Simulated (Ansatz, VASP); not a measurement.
# Ga2SnSe4: VASP beside Ansatz

```
CELL_PARAMETERS angstrom
-3.83083 3.83083 3.14666
3.83083 -3.83083 3.14666
3.83083 3.83083 -3.14666
ATOMIC_POSITIONS crystal
Ga 0.00000 0.50000 0.50000
Ga 0.50000 0.00000 0.50000
Sn 0.00000 0.00000 0.00000
Se 0.07645 0.92355 0.50000
Se 0.42355 0.57645 0.50000
Se 0.92355 0.42355 0.84710
Se 0.57645 0.07645 0.15290
```

Change from the starting cell: built by hand: vacancy-ordered TlSe type (I422) (I422, No. 97).

Alike in both runs: functional PBE; k mesh 6 × 6 × 6; occupations gaussian, width 0.02 eV; no spin polarisation.

Ansatz relaxed the structure, and its values are those at the end. VASP's run is a single point on that final structure, the one shown.

|  | VASP | Ansatz |
| --- | --- | --- |
| version | VASP 6.6.1 | Ansatz 0.2.0 |
| potentials or method | VASP PAW PBE potentials, release 64 (Ga_d, Sn_d, Se), cutoff 520 eV | scalar-relativistic, plane waves, PAW |
| valence electrons in the cell | 64 | 104 |

|  | VASP | Ansatz | Ansatz less VASP |
| --- | --- | --- | --- |
| gap on the k mesh at the Fermi level (eV) | 1.34 | 1.34 | 0.000 |
| least direct gap on the mesh (eV) | 1.44 | 1.44 | 0.000 |
| pressure (GPa) | 0.1 | 0.0 | -0.10 |
| rms of the force components (eV/Å) | 0.009 | 0.002 | -0.0064 |

The functional is the same, so the differences come from potentials, cutoffs and numerics. VASP's potentials hold 64 valence electrons a cell and Ansatz's 104, so a difference there can come from the potentials and not from the codes.
